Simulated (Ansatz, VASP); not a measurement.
# HfO2: VASP beside Ansatz

```
Hf O
1.0
     3.60430    0.00000    0.00000
     0.00000    3.60430    0.00000
     0.00000    0.00000    5.26397
Hf O
2 4
Direct
  0.50000 0.50000 0.50000
  0.00000 0.00000 0.00000
  0.95168 0.50000 0.67458
  0.50000 0.00000 0.80675
  0.50000 0.00000 0.30675
  0.00000 0.50000 0.19325
```

Alike in both runs: task single point; functional PBE; k mesh 6 × 6 × 4; occupations gaussian, width 0.05 eV; no spin polarisation.

|  | VASP | Ansatz |
| --- | --- | --- |
| version | VASP 6.6.1 | Ansatz 0.2.0 |
| potentials or method | VASP PAW PBE potentials, release 64 (Hf_pv, O), cutoff 520 eV | scalar-relativistic, plane waves, PAW |
| valence electrons in the cell | 44 | 76 |

|  | VASP | Ansatz | Ansatz less VASP |
| --- | --- | --- | --- |
| gap on the k mesh at the Fermi level (eV) | 4.68 | 4.70 | +0.021 |
| least direct gap on the mesh (eV) | 4.74 | 4.75 | +0.016 |
| pressure (GPa) | 1.2 | 4.3 | +3.05 |
| traceless stress, the component that is largest in VASP (GPa) | 4.94 | 5.09 | +0.151 |
| rms of the force components (eV/Å) | 1.311 | 1.321 | +0.0098 |

Atom by atom the forces differ by 0.026 eV/Å (rms over components). VASP's potentials hold 44 valence electrons a cell and Ansatz's 76, so a difference there can come from the potentials and not from the codes.

Spin-orbit coupling is off throughout.
